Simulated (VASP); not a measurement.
Yb: electric field gradients with PBE

The system is Yb.

```
CELL_PARAMETERS angstrom
3.87990 0.00000 0.00000
-1.93995 3.36009 0.00000
0.00000 0.00000 6.38590
ATOMIC_POSITIONS crystal
Yb 0.33333 0.66667 0.25000
Yb 0.66667 0.33333 0.75000
```

This isn't the form of Yb at room conditions, which is fcc.

```yaml
Program: VASP 6.6.1
Task: electric field gradients
Functional: PBE
Potentials_or_basis: VASP PAW PBE potentials, release 64 (Yb)
Cutoff: 520 eV
k_mesh: 11 × 11 × 6
Occupations: fermi-dirac, width 0.03 eV
Spin: non-collinear spin, zero start, spin-orbit coupling
Starting_moments: "[[0.0, 0.0, 0.0], [0.0, 0.0, 0.0]] μB"
Dipole_correction: no
Further_INCAR_settings: ALGO = Normal; EDIFF = 1e-08; NBANDS = 60
```

```
Pressure                                              : -1.3 GPa
Net moment                                            : 0.00 μB per cell
Largest electric field gradient by atom               : Yb -13.9 V/Å²
Valence electrons inside the program's atomic spheres : Yb 22.14
```

Stress tensor (GPa, compression positive):
```
-1.36  0.00  0.00
 0.00 -1.36  0.00
 0.00  0.00 -1.26
```

Moments on the atoms (μB; x, y, z):
```
Yb  0.00 0.00 0.00
Yb  0.00 0.00 0.00
```

Electric field gradients, principal values (V/Å²):
```csv
atom,least,middle,greatest (by size)
1 Yb,6.957,6.962,-13.919
2 Yb,6.957,6.962,-13.919
```

It took 17 min on 2 MPI ranks on Intel(R) Xeon(R) Platinum 8488C (Sapphire Rapids), on a shared host, peak memory 0.7 GiB a rank.

Caveat: without QUAD_EFG the Cq values of the log hold for a quadrupole moment of 1 mb, not for the nuclei. The state reached can hang on the start; a lower one may exist.
